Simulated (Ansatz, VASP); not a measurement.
# Two plane-wave programs on SnO2

```xyz
3
Lattice="1.6321 0.9423 4.7632 -1.6321 0.9423 4.7632 0.0000 -1.8846 4.7632" Properties=species:S:1:pos:R:3 pbc="T T T"
Sn    0.0000    0.0000    7.1448
O     0.0000    0.0000    3.4500
O     0.0000    0.0000   10.8396
```

Alike in both runs: task single point; functional PBEsol; k mesh 12 × 12 × 12; occupations gaussian, width 0.05 eV; no spin polarisation.

```csv
,VASP,Ansatz
version,VASP 6.6.1,Ansatz 0.2.0
potentials or method,"VASP PAW PBE potentials, release 64 (Sn_d, O), cutoff 520 eV","scalar-relativistic, plane waves, PAW"
valence electrons in the cell,26,26
```

|  | VASP | Ansatz | Ansatz less VASP |
| --- | --- | --- | --- |
| gap on the k mesh at the Fermi level (eV) | 1.51 | 1.53 | +0.020 |
| least direct gap on the mesh (eV) | 1.52 | 1.54 | +0.018 |
| pressure (GPa) | -11.0 | -11.5 | -0.51 |
| traceless stress, the component that is largest in VASP (GPa) | 1.16 | 1.49 | +0.333 |
| rms of the force components (eV/Å) | 0.539 | 0.563 | +0.0246 |

VASP's potentials were made for PBE, not for PBEsol, and Ansatz warns of the same on its side. Atom by atom the forces differ by 0.025 eV/Å (rms over components).
